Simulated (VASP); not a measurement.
# BN (P6_3mc) in VASP: notebook

BN is run at these levels: PBE; tasks: single point.

Everything below comes from runs of VASP 6.6.1. Logs are shortened: lines on timing, memory, paths and dates and some standing lists are left out, and cuts for length are marked.

**1. The cell of the first run**

It takes space group P6_3mc (No. 186, hexagonal). The conventional cell has a = 2.536 Å, b = 2.536 Å, c = 4.199 Å, α = 90.00°, β = 90.00°, γ = 120.00°. B (site symmetry 3m) has 4 N at 1.56 to 1.57 Å within 2.1 Å. Within 2.1 Å of N (site symmetry 3m) lie 4 B at 1.56 to 1.57 Å.

**2. Single point, PBE**

Input file INCAR:

```
PREC = Accurate
ENCUT = 520
EDIFF = 1E-6
ISMEAR = 0
SIGMA = 0.02
LREAL = False
LASPH = True
NELM = 60
ALGO = Normal
ISIF = 2
LWAVE = False
LCHARG = True
GGA = PE
LELF = True
LVHAR = True
NBANDS = 16
```

Input file KPOINTS:

```
regular mesh
0
Gamma
  12 12 6
```

Input file POSCAR:

```
BN
1.0
    2.5360000000      0.0000000000      0.0000000000
   -1.2680000000      2.1962400000      0.0000000000
    0.0000000000      0.0000000000      4.1990000000
B N
2 2
Direct
    0.6666666667      0.3333333333      0.0000000000
    0.3333333333      0.6666666667      0.5000000000
    0.6666666667      0.3333333333      0.3750000000
    0.3333333333      0.6666666667      0.8750000000
```

Potentials or basis: VASP PAW PBE potentials, release 64 (B, N).

On the command line:

```
$ cat potpaw_PBE.64/B/POTCAR potpaw_PBE.64/N/POTCAR > POTCAR
$ mpirun -np 1 vasp_std > vasp.out
```

OUTCAR:

```text
PREC = Accurate
   ENCUT = 520
   EDIFF = 1E-6
   ISMEAR = 0
   LREAL = False
   LASPH = True
   NELM = 60
   ISIF = 2
   GGA = PE

 ion  position               nearest neighbor table
   1  0.667  0.333  0.000-   4 1.56   4 1.56   4 1.56   3 1.57
   2  0.333  0.667  0.500-   3 1.56   3 1.56   3 1.56   4 1.57
   3  0.667  0.333  0.375-   2 1.56   2 1.56   2 1.56   1 1.57
   4  0.333  0.667  0.875-   1 1.56   1 1.56   1 1.56   2 1.57

  LATTYP: Found a hexagonal cell.
 ALAT       =     2.5360000000
 C/A-ratio  =     1.6557570978

  Lattice vectors:

 A1 = (   2.5360000000,   0.0000000000,   0.0000000000)
 A2 = (  -1.2680000000,   2.1962400000,   0.0000000000)
 A3 = (   0.0000000000,   0.0000000000,   4.1990000000)

Analysis of symmetry for initial positions (statically):
=====================================================================
 Subroutine PRICEL returns:
 Original cell was already a primitive cell.

 Routine SETGRP: Setting up the symmetry group for a
 hexagonal supercell.

 Subroutine GETGRP returns: Found 12 space group operations
 (whereof  6 operations were pure point group operations)
 out of a pool of 24 trial point group operations.

The static configuration has the point symmetry C_3v.
 The point group associated with its full space group is C_6v.

Analysis of symmetry for dynamics (positions and initial velocities):
=====================================================================
 Subroutine PRICEL returns:
 Original cell was already a primitive cell.

 Routine SETGRP: Setting up the symmetry group for a
 hexagonal supercell.

 Subroutine GETGRP returns: Found 12 space group operations
 (whereof  6 operations were pure point group operations)
 out of a pool of 24 trial point group operations.

The dynamic configuration has the point symmetry C_3v.
 The point group associated with its full space group is C_6v.

 Subroutine INISYM returns: Found 12 space group operations
 (whereof  6 operations are pure point group operations),
 and found     1 'primitive' translations

----------------------------------------------------------------------------------------

                                     Primitive cell

  volume of cell :      23.3870

  direct lattice vectors                    reciprocal lattice vectors
     2.536000000  0.000000000  0.000000000     0.394321767  0.227661822  0.000000000
    -1.268000000  2.196240000  0.000000000     0.000000000  0.455323644  0.000000000
     0.000000000  0.000000000  4.199000000     0.000000000  0.000000000  0.238151941

  length of vectors
     2.536000000  2.535999633  4.199000000     0.455323578  0.455323644  0.238151941

  position of ions in fractional coordinates (direct lattice)
     0.666666667  0.333333333  0.000000000
     0.333333333  0.666666667  0.500000000
     0.666666667  0.333333333  0.375000000
     0.333333333  0.666666667  0.875000000

  ion indices of the primitive-cell ions
   primitive index   ion index
                 1           1
                 2           2
                 3           3
                 4           4

----------------------------------------------------------------------------------------

 KPOINTS: regular mesh

Automatic generation of k-mesh.
 Grid dimensions read from file:
 generate k-points for:   12   12    6

 Generating k-lattice:

  Cartesian coordinates                     Fractional coordinates (reciprocal lattice)
     0.032860147  0.018971819  0.000000000     0.083333333  0.000000000  0.000000000
     0.000000000  0.037943637  0.000000000     0.000000000  0.083333333  0.000000000
     0.000000000  0.000000000  0.039691990     0.000000000  0.000000000  0.166666667

  Length of vectors
     0.037943632  0.037943637  0.039691990

  Shift w.r.t. Gamma in fractional coordinates (k-lattice)
     0.000000000  0.000000000  0.000000000

 Subroutine IBZKPT returns following result:
 ===========================================

 Found     76 irreducible k-points:

 Following reciprocal coordinates:
            Coordinates               Weight
  0.000000  0.000000  0.000000      1.000000
  0.083333 -0.000000  0.000000      6.000000
  0.166667 -0.000000  0.000000      6.000000
  0.250000 -0.000000  0.000000      6.000000
  0.333333 -0.000000  0.000000      6.000000
  0.416667 -0.000000  0.000000      6.000000
[... 16 lines left out ...]
  0.250000 -0.000000  0.166667     12.000000
  0.333333 -0.000000  0.166667     12.000000
 [... further k-points ...]
   k-points           NKPTS =     76   k-points in BZ     NKDIM =     76   number of bands    NBANDS=     16
   number of dos      NEDOS =    301   number of ions     NIONS =      4
   total plane-waves  NPLWV =  12800
   dimension x,y,z NGX =    20 NGY =   20 NGZ =   32
   dimension x,y,z NGXF=    40 NGYF=   40 NGZF=   64
   ions per type =               2   2
   NGX,Y,Z   is equivalent  to a cutoff of  13.11, 13.11, 12.67 a.u.
   NGXF,Y,Z  is equivalent  to a cutoff of  26.22, 26.22, 25.34 a.u.
 SYSTEM =  unknown system
   PREC   = accura    normal or accurate (medium, high low for compatibility)
   ISTART =      0    job   : 0-new  1-cont  2-samecut
   ICHARG =      2    charge: 1-file 2-atom 10-const
   ISPIN  =      1    spin polarized calculation?
   LNONCOLLINEAR =      F non collinear calculations
   LSORBIT =      F    spin-orbit coupling
   LASPH  =      T    aspherical Exc in radial PAW
   ENCUT  =  520.0 eV  38.22 Ry    6.18 a.u.   4.72  4.72  7.81*2*pi/ulx,y,z
   NELM   =     60;   NELMIN=  2; NELMDL= -5     # of ELM steps
   EDIFF  = 0.1E-05   stopping-criterion for ELM
   LREAL  =      F    real-space projection
   EDIFFG = 0.1E-04   stopping-criterion for IOM
   NSW    =      0    number of steps for IOM
   IBRION =     -1    ionic relax: 0-MD 1-quasi-New 2-CG
   NFREE  =      0    steps in history (QN), initial steepest desc. (CG)
   ISIF   =      2    stress and relaxation
   ISYM   =      2    0-nonsym 1-usesym 2-fastsym
   POTIM  = 0.5000    time-step for ionic-motion
   TEBEG  =    0.0;   TEEND  =   0.0 temperature during run
   PSTRESS=    0.0 pullay stress
   NELECT =      16.0000    total number of electrons
   NUPDOWN=      -1.0000    fix difference up-down
   EMIN   =  10.00;   EMAX   =-10.00  energy-range for DOS
   EFERMI =   0.00;   METHOD = LEGACY
   ISMEAR =     0;   SIGMA  =   0.02  broadening in eV -4-tet -1-fermi 0-gaus
   EFERMI_NEDOS =   21; number of points for ismear=-14 and -15
   IALGO  =     38    algorithm
   IMIX   =      4    mixing-type and parameters
     AMIX     =   0.40;   BMIX     =  1.00
     AMIX_MAG =   1.60;   BMIX_MAG =  1.00
  volume/ion in A,a.u.               =       5.85        39.46
  Fermi-wavevector in a.u.,A,eV,Ry     =   1.442524  2.725976 28.312048  2.080877
  Thomas-Fermi vector in A             =   2.561035
   LORBIT       =      0    0 simple, 1 ext, 2 COOP (PROOUT), +10 PAW based schemes
   GGA     = PE    functional components
   LHFCALC =     F    Hartree Fock is set to
   AEXX    =    0.0000 exact exchange contribution
   IVDW    =     0    specifies the selected vdW correction
   LEPSILON=     F    determine dielectric tensor
   LRPA    =     F    only Hartree local field effects (RPA)
 non-spin polarized calculation
 Gauss-broadening in eV      SIGMA  =   0.02
  energy-cutoff  :      520.00
  volume of cell :       23.39
 maximum number of plane-waves:       652
 NGX is ok and might be reduce to    20

 number of electron      15.9999999 magnetization

 Free energy of the ion-electron system (eV)
  ---------------------------------------------------
  ext. energy  EPLUGINS =         0.00000000
  ---------------------------------------------------
  free energy    TOTEN  =       -34.81903631 eV

  energy without entropy =      -34.81903631  energy(sigma->0) =      -34.81903631

 E-fermi :   7.8378     XC(G=0): -12.8632

 val. band max:        7.6800989425   @ k =   0.0000   0.0000   0.0000
 cond. band min:      12.8802707093   @ k =   0.3333   0.3333   0.0000
 fundamental gap:      5.2001717667
 Fermi energy:         7.8378308379

 k-point     1 :       0.0000    0.0000    0.0000
  band No.  band energies     occupation
      1     -12.8380      2.00000
      2      -8.6439      2.00000
      3      -3.3269      2.00000
      4       5.5461      2.00000
      5       5.5461      2.00000
      6       7.4317      2.00000
[... 8 lines left out ...]
     15      19.6667      0.00000
     16      24.0232      0.00000

 k-point     2 :       0.0833   -0.0000    0.0000
  band No.  band energies     occupation
      1     -12.6854      2.00000
      2      -8.5266      2.00000
      3      -3.1758      2.00000
      4       4.8491      2.00000
      5       5.2597      2.00000
      6       7.1037      2.00000
[... 8 lines left out ...]
     15      20.1141      0.00000
     16      23.7885      0.00000

 k-point     3 :       0.1667   -0.0000    0.0000
  band No.  band energies     occupation
      1     -12.2324      2.00000
      2      -8.1905      2.00000
      3      -2.7278      2.00000
      4       3.1720      2.00000
      5       4.5878      2.00000
      6       5.6804      2.00000
[... 8 lines left out ...]
     15      21.2781      0.00000
     16      23.1073      0.00000

 k-point     4 :       0.2500   -0.0000    0.0000
  band No.  band energies     occupation
      1     -11.4962      2.00000
      2      -7.6984      2.00000
      3      -2.0044      2.00000
      4       1.1838      2.00000
      5       3.8363      2.00000
      6       3.8991      2.00000
[... 8 lines left out ...]
     15      22.7841      0.00000
     16      23.2351      0.00000
[... 324 lines left out ...]
 k-point    22 :       0.1667   -0.0000    0.1667
  band No.  band energies     occupation
      1     -12.0681      2.00000
      2      -8.7273      2.00000
      3      -1.9240      2.00000
      4       3.3172      2.00000
      5       4.7200      2.00000
      6       5.2444      2.00000
[... 8 lines left out ...]
     15      20.9606      0.00000
     16      23.1025      0.00000

 k-point    23 :       0.2500   -0.0000    0.1667
  band No.  band energies     occupation
      1     -11.3369      2.00000
      2      -8.1757      2.00000
      3      -1.3470      2.00000
      4       1.4022      2.00000
      5       3.4654      2.00000
      6       3.9759      2.00000
[... 8 lines left out ...]
     15      22.4457      0.00000
     16      23.3184      0.00000

 k-point    24 :       0.3333   -0.0000    0.1667
  band No.  band energies     occupation
      1     -10.3688      2.00000
      2      -7.5817      2.00000
      3      -1.1990      2.00000
      4       0.2558      2.00000
      5       1.6669      2.00000
      6       3.3485      2.00000
[... 8 lines left out ...]
     15      23.8546      0.00000
     16      24.1353      0.00000

 [... further k-points ...]

------------------------ aborting loop because EDIFF is reached ----------------------------------------

  FORCE on cell =-STRESS in cart. coord.  units (eV):
  Direction    XX          YY          ZZ          XY          YZ          ZX
  --------------------------------------------------------------------------------------
  -------------------------------------------------------------------------------------
  Total        1.2677663      1.2677658      1.0897718      0.0000000      0.0000000      0.0000000
  in kB       86.8510054     86.8509719     74.6571184      0.0000000      0.0000000      0.0000000
  external PRESSURE =      82.7863652 kB  Pullay stress =       0.0000000 kB

 VOLUME and BASIS-vectors are now :
 -----------------------------------------------------------------------------
  energy-cutoff  :      520.00
  volume of cell :       23.39
      direct lattice vectors                 reciprocal lattice vectors
     2.536000000  0.000000000  0.000000000     0.394321767  0.227661822  0.000000000
    -1.268000000  2.196240000  0.000000000     0.000000000  0.455323644  0.000000000
     0.000000000  0.000000000  4.199000000     0.000000000  0.000000000  0.238151941

 POSITION                                       TOTAL-FORCE (eV/Angst)
 -----------------------------------------------------------------------------------
      1.26800      0.73208      0.00000         0.000000      0.000000      0.057897
     -0.00000      1.46416      2.09950        -0.000000     -0.000000      0.057897
      1.26800      0.73208      1.57462         0.000000      0.000000     -0.057897
     -0.00000      1.46416      3.67413        -0.000000     -0.000000     -0.057897
 -----------------------------------------------------------------------------------
    total drift:                               -0.000000     -0.000000     -0.000199

  FREE ENERGIE OF THE ION-ELECTRON SYSTEM (eV)
  ---------------------------------------------------
  free  energy   TOTEN  =       -34.8190363105 eV

  energy  without entropy=      -34.8190363105  energy(sigma->0) =      -34.81903631
```

It took 24 s on 1 thread of Intel Xeon Platinum 8259CL at 2.50GHz (Skylake/Cascade Lake), shared host; peak memory 0.14 GiB.

What came out:

| Quantity | Value |
| --- | --- |
| Free energy | -34.8190 eV |
| Pressure | 8.3 GPa |
| Largest force | 0.058 eV/Å |
| Band gap on the k mesh | 5.20 eV, indirect (least direct gap 8.35 eV) |

Forces on the atoms (eV/Å):
```
B    0.000  0.000  0.058
B    0.000  0.000  0.058
N    0.000  0.000 -0.058
N    0.000  0.000 -0.058
```

**3. Single point, PBE**

This run uses another cell than the first one, of the same volume but with other edges.

Input file INCAR:

```
SYSTEM = BN
PREC = Accurate
ENCUT = 520
EDIFF = 1E-7
ISMEAR = 0
SIGMA = 0.02
LREAL = .FALSE.
LASPH = .TRUE.
NELM = 80
ALGO = Normal
ISIF = 2
LWAVE = .FALSE.
LCHARG = .FALSE.
GGA = PE
NBANDS = 16
```

Input file KPOINTS:

```
regular mesh
0
G
  12 12 6
  0 0 0
```

Input file POSCAR:

```
BN
1.0
    2.5994000000      0.0000000000      0.0000000000
   -1.2997000000      2.2511460000      0.0000000000
    0.0000000000      0.0000000000      3.9966686496
B N
2 2
Direct
    0.6666666667      0.3333333333      0.0000000000
    0.3333333333      0.6666666667      0.5000000000
    0.6666666667      0.3333333333      0.3750000000
    0.3333333333      0.6666666667      0.8750000000
```

Potentials or basis: VASP PAW PBE potentials, release 64 (B, N).

On the command line:

```
$ cat potpaw_PBE.64/B/POTCAR potpaw_PBE.64/N/POTCAR > POTCAR
$ mpirun -np 1 vasp_std > vasp.out
```

Run time: 24 s. Hardware: 1 thread of Intel Xeon Platinum 8259CL at 2.50GHz (Skylake/Cascade Lake), shared host; peak memory 0.14 GiB.

Results (log left out):

```yaml
Free_energy: -34.5529 eV
Pressure: 11.3 GPa
Largest_force: 0.349 eV/Å
Band_gap_on_the_k_mesh: 5.44 eV, indirect (least direct gap 7.69 eV)
```

Forces on the atoms (eV/Å):
```
B    0.000  0.000 -0.349
B    0.000  0.000 -0.349
N    0.000  0.000  0.349
N    0.000  0.000  0.349
```

Stress tensor (GPa, compression positive):
```
-14.08   0.00   0.00
  0.00 -14.08   0.00
  0.00   0.00  62.12
```

Levels at points of the mesh, in eV from the valence-band top:
```tsv
k point	band 5	band 6	band 7	band 8	band 9	band 10	band 11	band 12
(0.00, 0.00, 0.00)	-2.73	-0.17	0.00	0.00	7.74	7.74	8.21	9.89
(0.50, 0.00, 0.00)	-7.03	-5.47	-4.61	-1.82	5.99	8.47	10.18	11.31
(0.00, 0.00, 0.50)	-1.54	-1.54	-1.54	-1.54	8.57	8.57	9.52	9.52
(0.50, 0.00, 0.50)	-3.98	-3.98	-3.21	-3.21	6.66	6.66	10.73	10.73
```

A k mesh can miss the band edges.

**4. Single point, PBE**

This run uses another cell than the first one, of the same volume but with other edges.

Input file INCAR:

```
PREC     = Accurate       # precision mode
ENCUT    = 520            # plane-wave cutoff, eV
EDIFF    = 1E-6           # SCF threshold, eV
ISMEAR   = 0              # smearing method
SIGMA    = 0.02           # smearing width, eV
LREAL    = F              # projectors in reciprocal space
LASPH    = T              # aspherical terms in the spheres
NELM     = 60             # most SCF steps
ALGO     = Normal         # electronic algorithm
ISIF     = 2              # what is computed and relaxed
LWAVE    = F              # write WAVECAR
LCHARG   = F              # write CHGCAR
GGA      = PE             # functional
NBANDS   = 16             # bands
```

Input file KPOINTS:

```
regular mesh
0
Gamma
  12 12 6
```

Input file POSCAR:

```
BN
1.0
    2.6628000000      0.0000000000      0.0000000000
   -1.3314000000      2.3060520000      0.0000000000
    0.0000000000      0.0000000000      3.8086167800
B N
2 2
Direct
    0.6666666667      0.3333333333      0.0000000000
    0.3333333333      0.6666666667      0.5000000000
    0.6666666667      0.3333333333      0.3750000000
    0.3333333333      0.6666666667      0.8750000000
```

On the command line:

```
$ cat potpaw_PBE.64/B/POTCAR potpaw_PBE.64/N/POTCAR > POTCAR
$ mpirun -np 1 vasp_std > vasp.out
```

Run time: 21 s. Hardware: 1 thread of Intel Xeon Platinum 8259CL at 2.50GHz (Skylake/Cascade Lake), shared host; peak memory 0.14 GiB.

It converged, with:

```
Free energy            : -33.7329 eV
Pressure               : 20.4 GPa
Largest force          : 1.395 eV/Å
Band gap on the k mesh : 5.16 eV, indirect (least direct gap 6.63 eV)
```

Forces on the atoms (eV/Å):
```
B    0.000  0.000 -1.395
B    0.000  0.000 -1.395
N    0.000  0.000  1.395
N    0.000  0.000  1.395
```

Stress tensor (GPa, compression positive):
```
-32.24   0.00   0.00
  0.00 -32.24   0.00
  0.00   0.00 125.71
```

Levels at points of the mesh, in eV from the valence-band top:
| k point | band 5 | band 6 | band 7 | band 8 | band 9 | band 10 | band 11 | band 12 |
| --- | --- | --- | --- | --- | --- | --- | --- | --- |
| (0.00, 0.00, 0.00) | -3.38 | -0.42 | 0.00 | 0.00 | 6.77 | 7.07 | 7.07 | 9.26 |
| (0.50, 0.00, 0.00) | -6.60 | -5.98 | -4.82 | -1.47 | 5.16 | 8.78 | 9.63 | 10.96 |
| (0.00, 0.00, 0.50) | -1.93 | -1.93 | -1.93 | -1.93 | 7.56 | 7.56 | 9.01 | 9.01 |
| (0.50, 0.00, 0.50) | -4.20 | -4.20 | -2.84 | -2.84 | 6.38 | 6.38 | 11.62 | 11.62 |

Caveat: forces of over 1 eV/Å act on the atoms, so gaps and moduli don't describe the material at rest.

**5. The runs side by side**

```csv
cell,gap on the mesh (eV),pressure (GPa),largest force (eV/Å)
"a = 2.536, b = 2.536, c = 4.199 Å, angles 90.0, 90.0, 120.0°, 4 atoms",5.20,8.3,0.06
"a = 2.599, b = 2.599, c = 3.997 Å, angles 90.0, 90.0, 120.0°, 4 atoms",5.44,11.3,0.35
"a = 2.663, b = 2.663, c = 3.809 Å, angles 90.0, 90.0, 120.0°, 4 atoms",5.16,20.4,1.40
```

Alike in all rows: task single point; level PBE; potentials or basis VASP PAW PBE potentials, release 64 (B, N); no spin polarisation; k mesh 12 × 12 × 6; cutoff (eV) 520; smearing gaussian 0.02 eV.

Caveats: forces of over 1 eV/Å act on the atoms, so gaps and moduli don't describe the material at rest (some runs).

Absolute energies hang on the potentials; compare differences alone.
